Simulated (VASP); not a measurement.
## W: single point with LDA

The system is W.

```xyz
1
Lattice="-1.5717 1.5717 1.5717 1.5717 -1.5717 1.5717 1.5717 1.5717 -1.5717" Properties=species:S:1:pos:R:3 pbc="T T T"
W     0.0000    0.0000    0.0000
```

This cell differs from its parent crystal: volume scaled by 0.98.

```json
{"Program": "VASP 6.6.1", "Task": "single point", "Functional": "LDA", "Potentials or basis": "VASP PAW LDA potentials, release 64 (W_sv)", "Cutoff": "520 eV", "k mesh": "12 × 12 × 12", "Occupations": "fermi-dirac, width 0.05 eV", "Spin": "no spin polarisation", "Dipole correction": "no", "Further INCAR settings": "ALGO = Fast; EDIFF = 1e-06; NBANDS = 13"}
```

The pressure is -1.0 GPa and the band gap on the k mesh is zero (band 7 reaches 16.93 eV, above the bottom of band 8 at 10.33 eV).

Levels at points of the mesh, in eV from the Fermi level:
| k point | band 5 | band 6 | band 7 | band 8 | band 9 | band 10 |
| --- | --- | --- | --- | --- | --- | --- |
| (0.00, 0.00, 0.00) | -9.63 | -1.26 | -1.26 | -1.26 | 2.26 | 2.26 |
| (0.50, 0.00, 0.00) | -6.37 | -3.65 | 0.93 | 2.18 | 3.17 | 6.35 |
| (0.50, 0.50, 0.50) | -5.99 | -5.99 | 5.33 | 5.33 | 5.33 | 8.55 |

It took 9.2 s on 1 thread of Intel Xeon 6975P-C (shared host), peak memory 0.13 GiB.

Caveat: spin-orbit coupling is left out, which moves the levels of the heavy elements.
